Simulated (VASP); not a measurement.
# Ir (Im-3m) in VASP: a series of runs

Ir is run at these levels: PBE; tasks: single point.

All numbers are computed with VASP 6.6.1; they aren't measurements. Logs are shortened: lines on timing, memory, paths and dates and some standing lists are left out, and cuts for length are marked.

## (1) The cell of the first run

Symmetry: Im-3m, No. 229, cubic system. The conventional cell has a = 3.070 Å, b = 3.070 Å, c = 3.070 Å, α = 90.00°, β = 90.00°, γ = 90.00°. Ir (site symmetry m-3m) has 14 Ir at 2.66 to 3.07 Å within 3.5 Å.

## (2) Single point, PBE, collinear spin, ferromagnetic start (volume scaled by 0.96)

INCAR

```
ALGO = Normal
EDIFF = 1E-6
ENCUT = 520
GGA = PE
ISIF = 2
ISMEAR = -1
ISPIN = 2
LASPH = T
LCHARG = T
LELF = T
LMAXMIX = 4
LORBIT = 11
LREAL = F
LVHAR = T
LWAVE = F
MAGMOM = 0.503
NBANDS = 14
NELM = 150
PREC = Accurate
SIGMA = 0.05
```

KPOINTS

```
k-points
0
Gamma
  23 23 23
```

POSCAR

```
Ir
1.0
   -1.5351683953      1.5351683953      1.5351683953
    1.5351683953     -1.5351683953      1.5351683953
    1.5351683953      1.5351683953     -1.5351683953
Ir
1
Direct
    0.0000000000      0.0000000000      0.0000000000
```

Potentials or basis: VASP PAW PBE potentials, release 64 (Ir).

Launch:

```
$ cat potpaw_PBE.64/Ir/POTCAR > POTCAR
$ mpirun -np 1 vasp_std > vasp.out
```

OUTCAR:

```text
EDIFF = 1E-6
   ENCUT = 520
   GGA = PE
   ISIF = 2
   ISMEAR = -1
   ISPIN = 2
   LASPH = T
   LORBIT = 11
   LREAL = F
   NELM = 150
   PREC = Accurate

 ion  position               nearest neighbor table
   1  0.000  0.000  0.000-

  LATTYP: Found a body centered cubic cell.
 ALAT       =     3.0703367906

  Lattice vectors:

 A1 = (  -1.5351683953,   1.5351683953,   1.5351683953)
 A2 = (   1.5351683953,  -1.5351683953,   1.5351683953)
 A3 = (   1.5351683953,   1.5351683953,  -1.5351683953)

Analysis of symmetry for initial positions (statically):
=====================================================================
 Subroutine PRICEL returns:
 Original cell was already a primitive cell.

 Routine SETGRP: Setting up the symmetry group for a
 body centered cubic supercell.

 Subroutine GETGRP returns: Found 48 space group operations
 (whereof 48 operations were pure point group operations)
 out of a pool of 48 trial point group operations.

The static configuration has the point symmetry O_h .

Analysis of symmetry for dynamics (positions and initial velocities):
=====================================================================
 Subroutine PRICEL returns:
 Original cell was already a primitive cell.

 Routine SETGRP: Setting up the symmetry group for a
 body centered cubic supercell.

 Subroutine GETGRP returns: Found 48 space group operations
 (whereof 48 operations were pure point group operations)
 out of a pool of 48 trial point group operations.

The dynamic configuration has the point symmetry O_h .

Analysis of structural, dynamic, and magnetic symmetry:
=====================================================================
 Subroutine PRICEL returns:
 Original cell was already a primitive cell.

 Routine SETGRP: Setting up the symmetry group for a
 body centered cubic supercell.

 Subroutine GETGRP returns: Found 48 space group operations
 (whereof 48 operations were pure point group operations)
 out of a pool of 48 trial point group operations.

The overall configuration has the point symmetry O_h .

 Subroutine INISYM returns: Found 48 space group operations
 (whereof 48 operations are pure point group operations),
 and found     1 'primitive' translations

----------------------------------------------------------------------------------------

                                     Primitive cell

  volume of cell :      14.4720

  direct lattice vectors                    reciprocal lattice vectors
    -1.535168395  1.535168395  1.535168395     0.000000000  0.325697169  0.325697169
[... 125 lines left out ...]
  ext. energy  EPLUGINS =         0.00000000
  ---------------------------------------------------
  free energy    TOTEN  =        -8.20692560 eV

  energy without entropy =       -8.19325017  energy(sigma->0) =       -8.20008789

 E-fermi :   9.8136     XC(G=0): -13.8330

 val. band max:        9.8135489405   @ k =   0.3043   0.2609   0.0870
 cond. band min:       9.8199868278   @ k =  -0.3478   0.3478   0.2174
 fundamental gap:      0.0064378873
 Fermi energy:         9.8135770974

 spin component 1

 k-point     1 :       0.0000    0.0000    0.0000
  band No.  band energies     occupation
      1      -0.8970      1.00000
      2       6.0692      1.00000
      3       6.0692      1.00000
      4       6.0692      1.00000
      5       9.0026      1.00000
      6       9.0026      1.00000
      7      26.7061      0.00000
      8      26.7061      0.00000
      9      26.7061      0.00000
     10      37.6733      0.00000
     11      37.6733      0.00000
     12      39.4898      0.00000
     13      39.4898      0.00000
     14      39.4898      0.00000
[... 379 lines left out ...]
      3       5.8538      1.00000
      4       7.0321      1.00000
      5       8.4974      1.00000
      6       9.0916      1.00000
      7      27.1698      0.00000
      8      27.6593      0.00000
      9      27.9088      0.00000
     10      32.9360      0.00000
     11      35.3005      0.00000
     12      36.2538      0.00000
     13      41.0097      0.00000
     14      42.3349      0.00000

 [... further k-points ...]

 spin component 2

 k-point     1 :       0.0000    0.0000    0.0000
  band No.  band energies     occupation
      1      -0.8009      1.00000
      2       6.2781      1.00000
      3       6.2781      1.00000
      4       6.2781      1.00000
      5       9.4778      0.99879
      6       9.4778      0.99879
      7      26.7557      0.00000
      8      26.7557      0.00000
      9      26.7557      0.00000
     10      37.7397      0.00000
     11      37.7397      0.00000
     12      39.8180      0.00000
     13      39.8180      0.00000
     14      39.8180      0.00000
[... 379 lines left out ...]
      3       6.0621      1.00000
      4       7.2444      1.00000
      5       8.9462      1.00000
      6       9.5645      0.99319
      7      27.2458      0.00000
      8      27.7355      0.00000
      9      27.9742      0.00000
     10      33.0872      0.00000
     11      35.4931      0.00000
     12      36.4194      0.00000
     13      41.1713      0.00000
     14      42.7264      0.00000

 [... further k-points ...]

------------------------ aborting loop because EDIFF is reached ----------------------------------------

  FORCE on cell =-STRESS in cart. coord.  units (eV):
  Direction    XX          YY          ZZ          XY          YZ          ZX
  --------------------------------------------------------------------------------------
  -------------------------------------------------------------------------------------
  Total        1.3142814      1.3142814      1.3142814     -0.0000000     -0.0000000      0.0000000
  in kB      145.5026507    145.5026507    145.5026507     -0.0000000     -0.0000000      0.0000000
  external PRESSURE =     145.5026507 kB  Pullay stress =       0.0000000 kB

 VOLUME and BASIS-vectors are now :
 -----------------------------------------------------------------------------
  energy-cutoff  :      520.00
  volume of cell :       14.47
      direct lattice vectors                 reciprocal lattice vectors
    -1.535168395  1.535168395  1.535168395     0.000000000  0.325697169  0.325697169
     1.535168395 -1.535168395  1.535168395     0.325697169  0.000000000  0.325697169
     1.535168395  1.535168395 -1.535168395     0.325697169  0.325697169  0.000000000

 POSITION                                       TOTAL-FORCE (eV/Angst)
 -----------------------------------------------------------------------------------
      0.00000      0.00000      0.00000         0.000000      0.000000     -0.000000
 -----------------------------------------------------------------------------------
    total drift:                                0.000000     -0.000000      0.000000

  FREE ENERGIE OF THE ION-ELECTRON SYSTEM (eV)
  ---------------------------------------------------
  free  energy   TOTEN  =        -8.2069256043 eV

  energy  without entropy=       -8.1932501720  energy(sigma->0) =       -8.20008789

 total charge

# of ion       s       p       d       tot
------------------------------------------
    1        0.656   0.668   7.021   8.345

 magnetization (x)

# of ion       s       p       d       tot
------------------------------------------
    1        0.005  -0.005   0.458   0.458
```

OSZICAR:

```text
N       E                     dE             d eps       ncg     rms          rms(c)
DAV:   1     0.512476295874E+02    0.51248E+02   -0.40931E+03 20480   0.583E+02
DAV:   2    -0.741548535358E+01   -0.58663E+02   -0.55016E+02 23282   0.167E+02
DAV:   3    -0.863284154260E+01   -0.12174E+01   -0.12081E+01 27092   0.258E+01
DAV:   4    -0.864173173640E+01   -0.88902E-02   -0.88868E-02 25814   0.213E+00
DAV:   5    -0.864186819028E+01   -0.13645E-03   -0.13643E-03 26892   0.251E-01    0.154E+01
DAV:   6    -0.828375464170E+01    0.35811E+00   -0.54508E-01 28964   0.705E+00    0.716E+00
DAV:   7    -0.821080542695E+01    0.72949E-01   -0.19874E-01 30452   0.380E+00    0.222E+00
DAV:   8    -0.820894288655E+01    0.18625E-02   -0.35603E-03 25162   0.493E-01    0.117E+00
DAV:   9    -0.820673749835E+01    0.22054E-02   -0.23508E-03 27944   0.513E-01    0.241E-01
DAV:  10    -0.820692114421E+01   -0.18365E-03   -0.25788E-04 25854   0.113E-01    0.446E-02
DAV:  11    -0.820692333643E+01   -0.21922E-05   -0.43694E-06 27618   0.199E-02    0.162E-02
DAV:  12    -0.820692486091E+01   -0.15245E-05   -0.77410E-07 23088   0.629E-03    0.839E-03
DAV:  13    -0.820692560434E+01   -0.74343E-06   -0.17293E-07 20692   0.365E-03
   1 F= -.82069256E+01 E0= -.82000879E+01  d E =-.136754E-01  mag=     0.4605
```

Run time: 55 s. Hardware: 1 thread of Intel Xeon 6975P-C (Granite Rapids), shared host; peak memory 0.22 GiB.

What came out:

* Free energy: -8.2069 eV
* Pressure: 14.6 GPa
* Net moment: 0.46 μB per cell
* Site moments: Ir +0.46 μB
* Valence electrons inside the program's atomic spheres: Ir 8.35

Caveat: the cell differs from its parent crystal (volume scaled by 0.96); spin-orbit coupling is left out, which moves the levels of the heavy elements.

## (3) Single point, PBE, collinear spin, ferromagnetic start

This run uses another cell than the first one, of 15.07 Å³/atom, 1.042 times its volume.

INCAR

```
PREC = Accurate ; ENCUT = 520
EDIFF = 1E-6 ; ISMEAR = -1
SIGMA = 0.05 ; LREAL = False
LASPH = True ; NELM = 150
ALGO = Normal ; ISIF = 2
LWAVE = False ; LCHARG = False
ISPIN = 2 ; MAGMOM = 0.448
LORBIT = 11 ; LMAXMIX = 4
GGA = PE ; NBANDS = 14
```

KPOINTS

```
regular mesh
0
Gamma
  23 23 23
```

POSCAR

```
Ir
1.0
   -1.5562007129      1.5562007129      1.5562007129
    1.5562007129     -1.5562007129      1.5562007129
    1.5562007129      1.5562007129     -1.5562007129
Ir
1
Direct
    0.0000000000      0.0000000000      0.0000000000
```

Potentials or basis: VASP PAW PBE potentials, release 64 (Ir).

Launch:

```
$ cat potpaw_PBE.64/Ir/POTCAR > POTCAR
$ mpirun -np 1 vasp_std > vasp.out
```

Run time: 56 s. Hardware: 1 thread of Intel Xeon 6975P-C (Granite Rapids), shared host; peak memory 0.22 GiB.

It converged, with:

* Free energy: -8.2348 eV
* Pressure: 0.6 GPa
* Net moment: 0.51 μB per cell
* Site moments: Ir +0.51 μB
* Valence electrons inside the program's atomic spheres: Ir 8.22

Levels at points of the mesh, in eV from the Fermi level:
Spin up:
```csv
k point,band 3,band 4,band 5,band 6,band 7,band 8
"(0.00, 0.00, 0.00)",-3.55,-3.55,-0.80,-0.80,16.87,16.87
```
Spin down:
```csv
k point,band 1,band 2,band 3,band 4,band 5,band 6,band 7,band 8,band 9
"(0.00, 0.00, 0.00)",-10.20,-3.31,-3.31,-3.31,-0.27,-0.27,16.92,16.92,16.92
```

Caveat: spin-orbit coupling is left out, which moves the levels of the heavy elements.

(Continued in part 2 of 2.)
